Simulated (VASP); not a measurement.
**HC9: single point with PBE+D3(BJ)**

The system is HC9, a slab with vacuum.

```xyz
20
Lattice="7.3980 0.0000 0.0000 -3.6990 6.4069 0.0000 0.0000 0.0000 12.0000" Properties=species:S:1:pos:R:3 pbc="T T T"
C    -0.0302    0.0869    0.8428
C     1.1917    0.7923    0.8430
C    -1.2774    2.2184    0.8431
C    -0.0304    2.9384    0.8430
C    -2.5068    4.3686    0.8454
C    -1.2778    5.0781    0.8454
C     2.4210    0.0826    0.8450
C     3.6688    0.8029    0.8455
C     1.1917    2.2328    0.8433
C     2.4211    2.9427    0.8452
C    -0.0304    4.3578    0.8450
C     1.1920    5.0636    0.8455
C     4.8911    0.0973    0.8452
C     6.1205    0.8070    0.8432
C     3.6688    2.2224    0.8456
C     4.8913    2.9281    0.8452
C     2.4213    4.3540    0.8454
C     3.6689    5.0744    0.8448
H    -0.4143    1.4155    3.8767
H     0.3000    1.6444    3.8415
```

```
Program             : VASP 6.6.1
Task                : single point
Functional          : PBE
Dispersion          : D3(BJ)
Potentials or basis : VASP PAW PBE potentials, release 64 (C, H)
Cutoff              : 520 eV
k mesh              : 2 × 2 × 1
Occupations         : fermi-dirac, width 0.02 eV
Spin                : no spin polarisation
```

```yaml
Largest_force: 0.026 eV/Å
Band_gap_on_the_k_mesh: 0.22 eV
Dispersion_energy_per_atom: -0.083 eV
```

Forces on the atoms (eV/Å):
```
C   -0.016  0.002 -0.002
C    0.009  0.025  0.002
C    0.002  0.000 -0.001
C    0.003 -0.003 -0.002
C   -0.010 -0.019  0.000
C    0.019  0.002 -0.001
C    0.013  0.012  0.002
C   -0.018 -0.007  0.003
C    0.007 -0.006  0.000
C    0.005 -0.006 -0.001
C   -0.001  0.005  0.002
C   -0.005  0.003  0.000
C   -0.002 -0.006  0.002
C    0.013 -0.010  0.004
C   -0.012  0.017 -0.001
C   -0.008  0.010 -0.002
C    0.016 -0.003 -0.001
C   -0.014 -0.014  0.001
H    0.012  0.002 -0.003
H   -0.011 -0.005 -0.001
```

Levels at points of the mesh, in eV from the valence-band top:
| k point | band 33 | band 34 | band 35 | band 36 | band 37 | band 38 | band 39 | band 40 | band 41 | band 42 |
| --- | --- | --- | --- | --- | --- | --- | --- | --- | --- | --- |
| (0.00, 0.00, 0.00) | -4.45 | -2.93 | -2.93 | 0.00 | 0.00 | 0.22 | 0.22 | 3.42 | 4.51 | 4.93 |
| (0.50, 0.00, 0.00) | -2.57 | -2.57 | -2.52 | -2.52 | -2.25 | 1.79 | 2.59 | 2.59 | 2.66 | 2.66 |
| (0.00, 0.50, 0.00) | -2.57 | -2.57 | -2.52 | -2.52 | -2.25 | 1.79 | 2.59 | 2.59 | 2.66 | 2.66 |
| (0.50, 0.50, 0.00) | -2.57 | -2.57 | -2.52 | -2.52 | -2.25 | 1.79 | 2.59 | 2.59 | 2.66 | 2.67 |

It took 7.9 min on 1 thread of Intel Xeon 8259CL, on a shared host, peak memory 0.57 GiB.

Caveat: the k points lie up to 0.49 Å⁻¹ apart.
